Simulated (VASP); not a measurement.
Input of a VASP 6.6.1 run:

Contents of INCAR:

```
PREC     = Accurate       # precision mode
ENCUT    = 600            # plane-wave cutoff, eV
EDIFF    = 1E-7           # SCF threshold, eV
ISMEAR   = -1             # smearing method
SIGMA    = 0.1            # smearing width, eV
LREAL    = False          # projectors in reciprocal space
LASPH    = True           # aspherical terms in the spheres
NELM     = 60             # most SCF steps
ALGO     = Normal         # electronic algorithm
ISIF     = 3              # what is computed and relaxed
LWAVE    = False          # write WAVECAR
LCHARG   = False          # write CHGCAR
GGA      = PE             # functional
IBRION   = 2              # ionic algorithm
NSW      = 32             # ionic steps
EDIFFG   = -0.005         # ionic threshold
PSTRESS  = 1200.0
```

Contents of KPOINTS:

```
Automatic mesh
0
Gamma
  15 15 15
```

The input POSCAR:

```
Zn
1.0
    0.0000000000      2.2846694968      2.2846694968
    2.2846694968      0.0000000000      2.2846694968
    2.2846694968      2.2846694968      0.0000000000
Zn
2
Direct
   -0.1250000000     -0.1250000000     -0.1250000000
    0.1250000000      0.1250000000      0.1250000000
```

Potentials or basis: VASP PAW PBE potentials, release 64 (Zn).

The run is started by

```console
$ cat potpaw_PBE.64/Zn/POTCAR > POTCAR
$ mpirun -np 1 vasp_std > vasp.out
```

(1) What does it give for the relaxed cell?

(2) What does it give for the relaxed volume?

(3) Predict the band gap on the k mesh.

## Answers

(1) a = 3.236 Å, b = 3.236 Å, c = 3.236 Å, α = 60.00°, β = 60.00°, γ = 60.00°.

(2) 11.98 Å³/atom.

(3) zero (band 12 reaches 14.58 eV, above the bottom of band 13 at 2.56 eV).

Caveat: the cell is relaxed towards a set pressure, so the enthalpy falls and the energy may rise.
